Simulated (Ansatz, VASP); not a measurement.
**In2C: VASP beside Ansatz**

```
CELL_PARAMETERS angstrom
3.75162 0.00000 0.00000
0.00000 3.75162 0.00000
0.00000 0.00000 8.89087
ATOMIC_POSITIONS crystal
In 0.00000 0.50000 0.86417
In 0.00000 0.50000 0.36417
In 0.50000 0.00000 0.63583
In 0.50000 0.00000 0.13583
C 0.00000 0.00000 0.50000
C 0.50000 0.50000 0.00000
```

Change from the starting cell: species swapped into the GeS2 type (P4_2/nmc, No. 137).

Alike in both runs: functional PBE; k mesh 12 × 12 × 4; occupations gaussian, width 0.1 eV; no spin polarisation.

Ansatz relaxed the structure, and its values are those at the end. VASP's run is a single point on that final structure, the one shown.

|  | VASP | Ansatz |
| --- | --- | --- |
| version | VASP 6.6.1 | Ansatz 0.2.0 |
| potentials or method | VASP PAW PBE potentials, release 64 (In_d, C), cutoff 520 eV | scalar-relativistic, plane waves, PAW |
| valence electrons in the cell | 60 | 60 |

|  | VASP | Ansatz | Ansatz less VASP |
| --- | --- | --- | --- |
| gap on the k mesh at the Fermi level (eV) | none | none | - |
| pressure (GPa) | 0.1 | 0.0 | -0.03 |
| rms of the force components (eV/Å) | 0.004 | 0.002 | -0.0023 |

A gap of «none» marks a metal or a gap that the smearing closes.
